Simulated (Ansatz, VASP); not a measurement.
# Ti: VASP beside Ansatz

The input INCAR:

```
PREC = Accurate
ENCUT = 520
EDIFF = 1E-6
ISMEAR = 0
SIGMA = 0.1
LREAL = F
LASPH = T
NELM = 80
ALGO = Fast
ISIF = 2
LWAVE = F
LCHARG = F
GGA = PE
NBANDS = 19
```

The input KPOINTS:

```
Automatic mesh
0
Gamma
  9 9 4
```

File POSCAR:

```
Ti
1.0
    2.8760145008      0.0000000000      0.0000000000
   -1.4380072504      2.4907016193      0.0000000000
    0.0000000000      0.0000000000      4.5979276565
Ti
2
Direct
    0.3333333300      0.6666666700      0.2500000000
    0.6666666700      0.3333333300      0.7500000000
```

Input for Ansatz:

```yaml
crystal:
  lattice:
    - [2.8760145008, 0.0, 0.0]
    - [-1.4380072504, 2.4907016193, 0.0]
    - [0.0, 0.0, 4.5979276565]
  atoms:
    - { symbol: Ti, position: [0.33333333, 0.66666667, 0.25] }
    - { symbol: Ti, position: [0.66666667, 0.33333333, 0.75] }
basis:
  ecutwfc: 420
kpoints:
  mp_grid: { grid: [9, 9, 4] }
hamiltonian:
  xc: pbe
scf:
  occupations: { method: gaussian, width: 0.1 }
output:
  forces: true
  stress: true
  eigenvalues: true
```

Alike in both runs: task single point; functional PBE; k mesh 9 × 9 × 4; occupations gaussian, width 0.1 eV; no spin polarisation.

```csv
,VASP,Ansatz
version,VASP 6.6.1,Ansatz 0.2.0
potentials or method,"VASP PAW PBE potentials, release 64 (Ti_sv), cutoff 520 eV","scalar-relativistic, plane waves, PAW"
valence electrons in the cell,24,24
```

|  | VASP | Ansatz | Ansatz less VASP |
| --- | --- | --- | --- |
| gap on the k mesh at the Fermi level (eV) | none | none | - |
| pressure (GPa) | 6.1 | 6.6 | +0.47 |
| traceless stress, the component that is largest in VASP (GPa) | -1.51 | -1.53 | -0.014 |

A gap of «none» marks a metal or a gap that the smearing closes. The functional is the same, so the differences come from potentials, cutoffs and numerics.
